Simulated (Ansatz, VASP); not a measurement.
## SnSe: VASP beside Ansatz

```
Sn Se
1.0
    11.74949    0.00000    0.00000
     0.00000    4.15130    0.00000
     0.00000    0.00000    4.73093
Sn Se
4 4
Direct
  0.12124 0.25000 0.12829
  0.37876 0.75000 0.62829
  0.62124 0.25000 0.37171
  0.87876 0.75000 0.87171
  0.35149 0.25000 0.01186
  0.14851 0.75000 0.51186
  0.85149 0.25000 0.48814
  0.64851 0.75000 0.98814
```

Alike in both runs: functional r2SCAN; k mesh 4 × 8 × 6; occupations fermi-dirac, width 0.02 eV; no spin polarisation.

Ansatz relaxed the structure, and its values are those at the end. VASP's run is a single point on that final structure, the one shown.

|  | VASP | Ansatz |
| --- | --- | --- |
| version | VASP 6.6.1 | Ansatz 0.2.0 |
| potentials or method | VASP PAW PBE potentials, release 64 (Sn_d, Se), cutoff 550 eV | PAW plane waves |
| valence electrons in the cell | 80 | 120 |

VASP gave:

| Quantity | Value |
| --- | --- |
| gap on the k mesh at the Fermi level (eV) | 1.13 |
| pressure (GPa) | -0.5 |
| rms of the force components (eV/Å) | 0.010 |

Task: What did Ansatz give for the same quantities?

Result: gap on the k mesh at the Fermi level (eV): 1.13; pressure (GPa): -0.5; rms of the force components (eV/Å): 0.002.

VASP's potentials were made for PBE, not for r2SCAN. VASP's potentials hold 80 valence electrons a cell and Ansatz's 120, so a difference there can come from the potentials and not from the codes. Ansatz's warnings: stress scf threshold loose.
